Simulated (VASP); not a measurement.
A run of VASP 6.6.1 is set up as follows.

The input INCAR:

```
SYSTEM = Ga4Cu3Se7
PREC = Accurate ; ENCUT = 400
EDIFF = 1E-6 ; ISMEAR = -1
SIGMA = 0.05 ; LREAL = .FALSE.
LASPH = .TRUE. ; NELM = 200
ALGO = Normal ; ISIF = 2
LWAVE = .FALSE. ; LCHARG = .FALSE.
ISPIN = 2 ; MAGMOM = 0 0 0.167 0.167 0 0 0.167 0 0 0.167 0.167 0 0.167 0
LORBIT = 11 ; LMAXMIX = 4
GGA = PS ; NBANDS = 80
NELECT = 125.0 ; ISYM = -1
GGA_COMPAT = .FALSE.
```

The input KPOINTS:

```
explicit points
1
Reciprocal
  0.25000000   0.25000000   0.25000000 1
```

The input POSCAR:

```
Ga4Cu3Se7
1.0
    5.5698670000     -0.0000550000     -0.0000110000
   -0.0000550000      5.5698670000     -0.0000110000
   -0.0000220000     -0.0000220000     11.0708550000
Cu Ga Se
3 4 7
Direct
    0.9919140000      0.9821300000      0.9964990000
    0.0034480000      0.5019480000      0.2526030000
    0.5042810000      0.9975600000      0.7468320000
    0.9956820000      0.9940020000      0.4986990000
    0.4936810000      0.9964240000      0.2517120000
    0.4989270000      0.4979570000      0.9974930000
    0.0053750000      0.4982500000      0.7494120000
    0.2346860000      0.2510960000      0.1232850000
    0.7566120000      0.7434230000      0.1276160000
    0.7381640000      0.2555090000      0.3715270000
    0.2383250000      0.7436920000      0.3780430000
    0.7370800000      0.2417330000      0.8793140000
    0.7398780000      0.7461540000      0.6232530000
    0.2567650000      0.7587110000      0.8758040000
```

Potentials or basis: VASP PAW PBE potentials, release 64 (Cu, Ga_d, Se).

The run is started by

```bash
$ cat potpaw_PBE.64/Cu/POTCAR potpaw_PBE.64/Ga_d/POTCAR potpaw_PBE.64/Se/POTCAR > POTCAR
$ mpirun -np 1 vasp_std > vasp.out
```

(1) Predict the net moment.

(2) Predict the largest force.

## Answers

(1) 0.64 μB per cell.

(2) 1.473 eV/Å.

Caveat: the cell carries a net charge on a neutralising background, which shifts energy and pressure; a moment this small can come from the mesh or the smearing; the PAW data sets were made with another functional, which shifts forces and pressure a little.
